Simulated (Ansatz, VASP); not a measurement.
**LiF in VASP and in Ansatz**

```
CELL_PARAMETERS angstrom
0.00000 2.01400 2.01400
2.01400 0.00000 2.01400
2.01400 2.01400 0.00000
ATOMIC_POSITIONS crystal
Li 0.99122 0.00000 0.00000
F 0.50000 0.50000 0.50000
```

Change from the starting cell: all Li atoms moved +0.025 Å, as atom 1 towards its neighbour atom 1 (Li) at 2.848 Å.

Alike in both runs: task single point; functional r2SCAN; k mesh 10 × 10 × 10; occupations gaussian, width 0.05 eV; no spin polarisation.

```csv
,VASP,Ansatz
version,VASP 6.6.1,Ansatz 0.2.0
potentials or method,"VASP PAW PBE potentials, release 64 (Li_sv, F), cutoff 520 eV","scalar-relativistic, plane waves, PAW"
valence electrons in the cell,10,10
```

|  | VASP | Ansatz | Ansatz less VASP |
| --- | --- | --- | --- |
| gap on the k mesh at the Fermi level (eV) | 10.26 | 10.06 | -0.204 |
| least direct gap on the mesh (eV) | 10.26 | 10.06 | -0.204 |
| rms of the force components (eV/Å) | 0.027 | 0.023 | -0.0032 |

VASP's potentials were made for PBE, not for r2SCAN. Atom by atom the forces differ by 0.003 eV/Å (rms over components).

Noted on VASP's run: the cutoff is under 1.25 times that of the potentials, so the pressure is a little rough.
